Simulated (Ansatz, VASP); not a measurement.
## Two plane-wave programs on HfN

Contents of INCAR:

```
SYSTEM = HfN
PREC = Accurate
ENCUT = 600
EDIFF = 1E-6
ISMEAR = 0
SIGMA = 0.027000000000000003
LREAL = .False.
LASPH = .True.
NELM = 120
ALGO = Normal
ISIF = 2
LWAVE = .False.
LCHARG = .True.
GGA = PE
LELF = .True.
LVHAR = .True.
NBANDS = 14
GGA_COMPAT = .False.
```

File KPOINTS:

```
Automatic mesh
0
Gamma
  10 10 10
  0 0 0
```

File POSCAR:

```
HfN
1.0
    0.0000000000      2.2560000000      2.2560000000
    2.2560000000      0.0000000000      2.2560000000
    2.2560000000      2.2560000000      0.0000000000
Hf N
1 1
Direct
    0.0000000000      0.0000000000      0.0000000000
    0.5000000000      0.5000000000      0.5000000000
```

File input.yaml:

```yaml
crystal:
  lattice:
    - [0.0, 2.256, 2.256]
    - [2.256, 0.0, 2.256]
    - [2.256, 2.256, 0.0]
  atoms:
    - { symbol: Hf, position: [0.0, 0.0, 0.0] }
    - { symbol: "N", position: [0.5, 0.5, 0.5] }
hamiltonian:
  xc: pbe
  pseudopotentials: { kind: paw }
kpoints:
  mp_grid: { grid: [10, 10, 10] }
scf:
  occupations: { method: gaussian, width: 0.027 }
output:
  forces: true
  stress: true
  eigenvalues: true
  write_density: true
  write_potential: true
  elf: true
  volumetric_format: npy
```

Alike in both runs: task single point; functional PBE; k mesh 10 × 10 × 10; occupations gaussian, width 0.027 eV; no spin polarisation.

|  | VASP | Ansatz |
| --- | --- | --- |
| version | VASP 6.6.1 | Ansatz 0.2.0 |
| potentials or method | VASP PAW PBE potentials, release 64 (Hf_pv, N) | Ansatz PAW |
| plane-wave cutoff (eV) | 600 | 420 |
| valence electrons in the cell | 15 | 31 |

Ansatz gave:

```
gap on the k mesh at the Fermi level (eV) : none
pressure (GPa)                            : 6.6
```

Problem. Estimate VASP's values.

Solution. gap on the k mesh at the Fermi level (eV): none; pressure (GPa): 4.1.

A gap of «none» marks a metal or a gap that the smearing closes. With one functional, cell and mesh, what is left measures potentials, basis and numerics. VASP's potentials hold 15 valence electrons a cell and Ansatz's 31, so a difference there can come from the potentials and not from the codes.

Spin-orbit coupling is off throughout.
